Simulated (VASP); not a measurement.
# B2W (P6/mmm) in VASP: notebook, part 3 of 3

VASP 6.6.1.

## 5. Relaxation of shape and atoms at fixed volume, LDA (8.35 Å³/atom)

This run uses another cell than the first one, of 8.35 Å³/atom.

INCAR reads:

```
PREC = Accurate
ENCUT = 600
EDIFF = 1E-6
ISMEAR = -1
SIGMA = 0.15
LREAL = False
LASPH = True
NELM = 60
ALGO = Normal
ISIF = 4
LWAVE = False
LCHARG = False
GGA = CA
IBRION = 2
NSW = 80
EDIFFG = -0.001
```

KPOINTS reads:

```
Automatic mesh
0
Gamma
  18 18 12
```

POSCAR reads:

```
B2W
1.0
    2.9669901632      0.0000000000      0.0000000000
   -1.4834950816      2.5694888541      0.0000000000
    0.0000000000      0.0000000000      3.2876942317
B W
2 1
Direct
    0.3333333333      0.6666666667      0.5000000000
    0.6666666667      0.3333333333      0.5000000000
    0.0000000000      0.0000000000      0.0000000000
```

Potentials or basis: VASP PAW LDA potentials, release 64 (B, W_sv).

The run is started by

```sh
> cat potpaw_LDA.64/B/POTCAR potpaw_LDA.64/W_sv/POTCAR > POTCAR
> mpirun -np 1 vasp_std > vasp.out
```

OUTCAR:

```text
PREC = Accurate
   ENCUT = 600
   EDIFF = 1E-6
   ISMEAR = -1
   LREAL = False
   LASPH = True
   NELM = 60
   ISIF = 4
   GGA = CA
   IBRION = 2
   NSW = 80
   EDIFFG = -0.001

 ion  position               nearest neighbor table
   1  0.333  0.667  0.500-   2 1.71   2 1.71   2 1.71   3 2.37   3 2.37   3 2.37   3 2.37   3 2.37
                             3 2.37
   2  0.667  0.333  0.500-   1 1.71   1 1.71   1 1.71   3 2.37   3 2.37   3 2.37   3 2.37   3 2.37
                             3 2.37
   3  0.000  0.000  0.000-   1 2.37   2 2.37   1 2.37   2 2.37   1 2.37   1 2.37   2 2.37   2 2.37
                             2 2.37   2 2.37   1 2.37   1 2.37

  LATTYP: Found a hexagonal cell.
 ALAT       =     2.9669901632
 C/A-ratio  =     1.1080907084

  Lattice vectors:

 A1 = (   2.9669901632,   0.0000000000,   0.0000000000)
 A2 = (  -1.4834950816,   2.5694888541,   0.0000000000)
 A3 = (   0.0000000000,   0.0000000000,   3.2876942317)

Analysis of symmetry for initial positions (statically):
=====================================================================
 Subroutine PRICEL returns:
 Original cell was already a primitive cell.

 Routine SETGRP: Setting up the symmetry group for a
 hexagonal supercell.

 Subroutine GETGRP returns: Found 24 space group operations
 (whereof 24 operations were pure point group operations)
 out of a pool of 24 trial point group operations.

The static configuration has the point symmetry D_6h.

Analysis of symmetry for dynamics (positions and initial velocities):
=====================================================================
 Subroutine PRICEL returns:
 Original cell was already a primitive cell.

 Routine SETGRP: Setting up the symmetry group for a
 hexagonal supercell.

 Subroutine GETGRP returns: Found 24 space group operations
 (whereof 24 operations were pure point group operations)
 out of a pool of 24 trial point group operations.

The dynamic configuration has the point symmetry D_6h.

 Subroutine INISYM returns: Found 24 space group operations
 (whereof 24 operations are pure point group operations),
 and found     1 'primitive' translations

----------------------------------------------------------------------------------------

                                     Primitive cell

  volume of cell :      25.0642

  direct lattice vectors                    reciprocal lattice vectors
     2.966990163  0.000000000  0.000000000     0.337041899  0.194591231  0.000000000
    -1.483495082  2.569488854  0.000000000     0.000000000  0.389182463  0.000000000
     0.000000000  0.000000000  3.287694232     0.000000000  0.000000000  0.304164539

  length of vectors
     2.966990163  2.966990163  3.287694232     0.389182463  0.389182463  0.304164539

  position of ions in fractional coordinates (direct lattice)
     0.333333333  0.666666667  0.500000000
     0.666666667  0.333333333  0.500000000
     0.000000000  0.000000000  0.000000000

  ion indices of the primitive-cell ions
   primitive index   ion index
                 1           1
                 2           2
                 3           3

----------------------------------------------------------------------------------------

 KPOINTS: Automatic mesh
[... 56 lines left out ...]
   NGX,Y,Z   is equivalent  to a cutoff of  13.45, 13.45, 14.16 a.u.
   NGXF,Y,Z  is equivalent  to a cutoff of  26.90, 26.90, 28.32 a.u.
 SYSTEM =  unknown system
   PREC   = accura    normal or accurate (medium, high low for compatibility)
   ISTART =      0    job   : 0-new  1-cont  2-samecut
   ICHARG =      2    charge: 1-file 2-atom 10-const
   ISPIN  =      1    spin polarized calculation?
   LNONCOLLINEAR =      F non collinear calculations
   LSORBIT =      F    spin-orbit coupling
   LASPH  =      T    aspherical Exc in radial PAW
   ENCUT  =  600.0 eV  44.10 Ry    6.64 a.u.   5.93  5.93  6.57*2*pi/ulx,y,z
   NELM   =     60;   NELMIN=  2; NELMDL= -5     # of ELM steps
   EDIFF  = 0.1E-05   stopping-criterion for ELM
   LREAL  =      F    real-space projection
   EDIFFG = -.1E-02   stopping-criterion for IOM
   NSW    =     80    number of steps for IOM
   IBRION =      2    ionic relax: 0-MD 1-quasi-New 2-CG
   NFREE  =      1    steps in history (QN), initial steepest desc. (CG)
   ISIF   =      4    stress and relaxation
   ISYM   =      2    0-nonsym 1-usesym 2-fastsym
   POTIM  = 0.5000    time-step for ionic-motion
   TEBEG  =    0.0;   TEEND  =   0.0 temperature during run
   PSTRESS=    0.0 pullay stress
   NELECT =      20.0000    total number of electrons
   NUPDOWN=      -1.0000    fix difference up-down
   EMIN   =  10.00;   EMAX   =-10.00  energy-range for DOS
   EFERMI =   0.00;   METHOD = LEGACY
   ISMEAR =    -1;   SIGMA  =   0.15  broadening in eV -4-tet -1-fermi 0-gaus
   EFERMI_NEDOS =   21; number of points for ismear=-14 and -15
   IALGO  =     38    algorithm
   IMIX   =      4    mixing-type and parameters
     AMIX     =   0.40;   BMIX     =  1.00
     AMIX_MAG =   1.60;   BMIX_MAG =  1.00
  volume/ion in A,a.u.               =       8.35        56.38
  Fermi-wavevector in a.u.,A,eV,Ry     =   1.518449  2.869452 31.370762  2.305686
  Thomas-Fermi vector in A             =   2.627568
   LORBIT       =      0    0 simple, 1 ext, 2 COOP (PROOUT), +10 PAW based schemes
   GGA     = CA    functional components
   LHFCALC =     F    Hartree Fock is set to
   AEXX    =    0.0000 exact exchange contribution
   IVDW    =     0    specifies the selected vdW correction
   LEPSILON=     F    determine dielectric tensor
   LRPA    =     F    only Hartree local field effects (RPA)
 conjugate gradient relaxation of ions
 non-spin polarized calculation
  energy-cutoff  :      600.00
  volume of cell :       25.06
 maximum number of plane-waves:       858
 NGX is ok and might be reduce to    24
   NGX = 11   NGY = 11   NGZ = 13

--------------------------------------- Ionic step        1  -------------------------------------------

 number of electron      20.0000002 magnetization

 Free energy of the ion-electron system (eV)
  ---------------------------------------------------
  ext. energy  EPLUGINS =         0.00000000
  ---------------------------------------------------
  free energy    TOTEN  =       -29.48040249 eV

  energy without entropy =      -29.38888374  energy(sigma->0) =      -29.43464312

------------------------ aborting loop because EDIFF is reached ----------------------------------------

  FORCE on cell =-STRESS in cart. coord.  units (eV):
  Direction    XX          YY          ZZ          XY          YZ          ZX
  --------------------------------------------------------------------------------------
  -------------------------------------------------------------------------------------
  Total        1.4807939      1.4807939      1.3698308      0.0000000      0.0000000      0.0000000
  in kB       94.6566082     94.6566082     87.5635243      0.0000000      0.0000000      0.0000000
  external PRESSURE =      92.2922469 kB  Pullay stress =       0.0000000 kB
[... 61 lines left out ...]
--------------------------------------- Ionic step        3  -------------------------------------------

 number of electron      20.0000002 magnetization

 Free energy of the ion-electron system (eV)
  ---------------------------------------------------
  ext. energy  EPLUGINS =         0.00000000
  ---------------------------------------------------
  free energy    TOTEN  =       -29.48051257 eV

  energy without entropy =      -29.38914805  energy(sigma->0) =      -29.43483031

 E-fermi :  12.8467     XC(G=0): -13.9465

 val. band max:       12.8410822859   @ k =   0.2222   0.1667   0.0833
 cond. band min:      12.8471742853   @ k =   0.2778   0.0556   0.0000
 fundamental gap:      0.0060919993
 Fermi energy:        12.8467455389

 k-point     1 :       0.0000    0.0000    0.0000
  band No.  band energies     occupation
      1     -61.7507      2.00000
      2     -26.3955      2.00000
      3     -25.9883      2.00000
      4     -25.9883      2.00000
      5      -3.2866      2.00000
      6       6.8720      2.00000
      7       7.6533      2.00000
      8       7.6533      2.00000
      9       8.4180      2.00000
     10      13.3425      0.07080
     11      13.3425      0.07080
     12      15.3533      0.00000
     13      15.3533      0.00000
     14      17.1096      0.00000
[... 377 lines left out ...]
      1     -61.7050      2.00000
      2     -26.6239      2.00000
      3     -26.2829      2.00000
      4     -26.1952      2.00000
      5       0.5497      2.00000
      6       2.6150      2.00000
      7       6.0004      2.00000
      8       6.3162      2.00000
      9       8.8954      2.00000
     10      10.7847      2.00000
     11      13.7740      0.00413
     12      15.6150      0.00000
     13      15.8969      0.00000
     14      19.1203      0.00000

 [... further k-points ...]
[... 5 lines left out ...]
  --------------------------------------------------------------------------------------
  -------------------------------------------------------------------------------------
  Total        1.4281153      1.4281153      1.4252095     -0.0000000      0.0000000      0.0000000
  in kB       91.2892371     91.2892371     91.1034932     -0.0000000      0.0000000      0.0000000
  external PRESSURE =      91.2273224 kB  Pullay stress =       0.0000000 kB
[... 18 lines left out ...]
  FREE ENERGIE OF THE ION-ELECTRON SYSTEM (eV)
  ---------------------------------------------------
  free  energy   TOTEN  =       -29.4805125744 eV

  energy  without entropy=      -29.3891480514  energy(sigma->0) =      -29.43483031

 reached required accuracy - stopping structural energy minimisation
```

OSZICAR:

```text
N       E                     dE             d eps       ncg     rms          rms(c)
DAV:   1     0.127210988256E+03    0.12721E+03   -0.11646E+04  7260   0.171E+03
DAV:   2    -0.288574956683E+02   -0.15607E+03   -0.15309E+03  8110   0.416E+02
DAV:   3    -0.333697803086E+02   -0.45123E+01   -0.43786E+01  9558   0.621E+01
[... 15 lines left out ...]
       N       E                     dE             d eps       ncg     rms          rms(c)
DAV:   1    -0.294806651419E+02   -0.17227E-03   -0.63366E-03  7528   0.881E-01    0.701E-02
DAV:   2    -0.294805430338E+02    0.12211E-03   -0.29284E-04  7948   0.144E-01    0.339E-02
DAV:   3    -0.294805129259E+02    0.30108E-04   -0.10410E-04  8662   0.735E-02    0.100E-02
DAV:   4    -0.294805125744E+02    0.35150E-06   -0.28379E-06  6818   0.153E-02
   3 F= -.29480513E+02 E0= -.29434830E+02  d E =-.110083E-03
```

CONTCAR:

```text
B2W
   1.00000000000000
     2.9700877074703960    0.0000000000000000    0.0000000000000000
    -1.4850438537351980    2.5721714061266860   -0.0000000000000000
     0.0000000000000000    0.0000000000000000    3.2808402468809139
  B               W
     2     1
Direct
     0.3333333332999970    0.6666666667000030    0.5000000000000000
     0.6666666667000030    0.3333333332999970    0.5000000000000000
     0.0000000000000000    0.0000000000000000    0.0000000000000000

  0.00000000E+00  0.00000000E+00  0.00000000E+00
  0.00000000E+00  0.00000000E+00  0.00000000E+00
  0.00000000E+00  0.00000000E+00  0.00000000E+00
```

It took 3.2 min on 1 thread of AMD EPYC 7R13, shared host; peak memory 0.2 GiB.

What came out:

```
Free energy               : -29.4805 eV
Energy gained by relaxing : 0.0 meV/atom
Ionic steps               : 3
Pressure after relaxing   : 9.1 GPa
Band gap on the k mesh    : zero (bands 10 and 11 overlap by 3.69 eV)
```

The path:
```csv
step,energy change (eV),largest force (eV/Å),pressure (GPa),volume (Å³)
1,0.0000,0.0000,9.23,25.06
2,-0.0001,0.0000,9.15,25.06
3,-0.0001,0.0000,9.12,25.06
```

Final structure:
```xyz
3
Lattice="2.9701 0.0000 0.0000 -1.4850 2.5722 0.0000 0.0000 0.0000 3.2808" Properties=species:S:1:pos:R:3 pbc="T T T"
B     0.0000    1.7148    1.6404
B     1.4850    0.8574    1.6404
W     0.0000    0.0000    0.0000
```

Caveat: spin-orbit coupling is left out, which moves the levels of the heavy elements.

## 6. The runs side by side

| task | cell | cutoff (eV) | smearing | gap on the mesh (eV) | pressure (GPa) |
| --- | --- | --- | --- | --- | --- |
| single point | a = 2.988, b = 2.988, c = 3.304 Å, angles 90.0, 90.0, 120.0°, 3 atoms | 520 | gaussian 0.1 eV | none | 1.6 |
| single point | a = 2.987, b = 2.987, c = 3.310 Å, angles 90.0, 90.0, 120.0°, 3 atoms | 520 | fermi-dirac 0.15 eV | none | 1.6 |
| single point | a = 3.003, b = 3.003, c = 3.340 Å, angles 90.0, 90.0, 120.0°, 3 atoms | 520 | fermi-dirac 0.15 eV | none | -5.1 |
| relaxation of shape and atoms at fixed volume | relaxed from a = 2.967, b = 2.967, c = 3.288 Å, angles 90.0, 90.0, 120.0°, 3 atoms | 600 | fermi-dirac 0.15 eV | none | 9.1 |

Alike in all rows: level LDA; potentials or basis VASP PAW LDA potentials, release 64 (B, W_sv); no spin polarisation; k mesh 18 × 18 × 12.

Caveats: spin-orbit coupling is left out, which moves the levels of the heavy elements; the cell stands under tension (at least some runs).

Absolute energies hang on the potentials; compare differences alone.
